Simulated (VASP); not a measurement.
GaGe3, 4 atoms in the cell. The structure is cubic, space group Pm-3m (No. 221). The conventional cell has a = 4.278 Å, b = 4.278 Å, c = 4.278 Å, α = 90.00°, β = 90.00°, γ = 90.00°. Within 4.0 Å of Ge (site symmetry 4/mmm) lie 8 Ge at 3.03 Å and 4 Ga at 3.03 Å. Ga (site symmetry m-3m) has 12 Ge at 3.03 Å within 4.0 Å. 

```yaml
Program: VASP 6.6.1
Task: single point
Functional: PBEsol
Potentials_or_basis: VASP PAW PBE potentials, release 64 (Ge_d, Ga_d)
Cutoff: 520 eV
k_mesh: 6 × 6 × 6
Occupations: fermi-dirac, width 0.05 eV
Spin: non-collinear spin, zero start, spin-orbit coupling
Starting_moments: "[[0.0, 0.0, 0.0], [0.0, 0.0, 0.0], [0.0, 0.0, 0.0], [0.0, 0.0, 0.0]] μB"
Dipole_correction: no
Further_INCAR_settings: ALGO = Normal; EDIFF = 1e-06; NBANDS = 69
```

Potentials or basis: VASP PAW PBE potentials, release 64 (Ge_d, Ga_d).

The run is started by

```console
$ cat potpaw_PBE.64/Ge_d/POTCAR potpaw_PBE.64/Ga_d/POTCAR > POTCAR
$ mpirun -np 1 vasp_ncl > vasp.out
```

Hardware: 1 thread of Intel(R) Xeon(R) Platinum 8259CL CPU @ 2.50GHz (Skylake/Cascade Lake), with other jobs on the host.

Task: How long does it take, and how much memory?

Result: Run time: 3.2 min on 1 thread of Intel(R) Xeon(R) Platinum 8259CL CPU @ 2.50GHz (Skylake/Cascade Lake) (shared host), peak memory 0.39 GiB. Counts: scf iterations 12, k points 20.
